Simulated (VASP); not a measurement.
Runs of VASP 6.6.1 on B. The structure is that of space group Pm-3m (No. 221), or close to it. The cells are those of the table. This isn't the form of B at room conditions, which is rhombohedral.

```csv
task,cell,k mesh,cutoff (eV),gap on the mesh (eV),pressure (GPa),relaxed volume (Å³/atom)
single point,"a = 1.941 Å, 1 atom",10 × 10 × 10,550,none,-17.1,-
relaxation of cell and atoms,"relaxed from a = 1.941 Å, 1 atom",8 × 8 × 8,550,none,0.0,(a)
relaxation of cell and atoms,"relaxed from a = 1.889 Å, 1 atom",28 × 28 × 28,600,none,0.0,6.70
single point,"a = 1.889 Å, 1 atom",8 × 8 × 8,550,none,-0.1,-
single point,"a = 1.886 Å, 1 atom",30 × 30 × 30,520,none,0.0,-
```

Alike in all rows: level r2SCAN; potentials or basis VASP PAW PBE potentials, release 64 (B); no spin polarisation; smearing gaussian 0.1 eV.

Task: Estimate the missing entries.

Result: (a) 6.74.

Caveats: some runs use coarse meshes; the PAW data sets were made with another functional, which shifts forces and pressure a little; the cell stands under tension (at least some runs).

A gap of «none» marks levels without a gap at the run's occupations.
